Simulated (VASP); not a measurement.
Here is a VASP 6.6.1 calculation.

The input INCAR:

```
SYSTEM = Sb
PREC = Accurate
ENCUT = 520
EDIFF = 1E-7
ISMEAR = -1
SIGMA = 0.1
LREAL = .FALSE.
LASPH = .TRUE.
NELM = 60
ALGO = Normal
ISIF = 2
LWAVE = .FALSE.
LCHARG = .FALSE.
GGA = PE
NBANDS = 8
```

KPOINTS

```
regular mesh
0
G
  15 15 15
  0 0 0
```

POSCAR

```
Sb
1.0
   -1.8270417845      1.8270417845      1.8270417845
    1.8270417845     -1.8270417845      1.8270417845
    1.8270417845      1.8270417845     -1.8270417845
Sb
1
Direct
    0.0000000000      0.0000000000      0.0000000000
```

Potentials or basis: VASP PAW PBE potentials, release 64 (Sb).

The run is started by

```bash
$ cat potpaw_PBE.64/Sb/POTCAR > POTCAR
$ mpirun -np 1 vasp_std > vasp.out
```

(1) Estimate the pressure.

Results:

(1) 8.3 GPa.
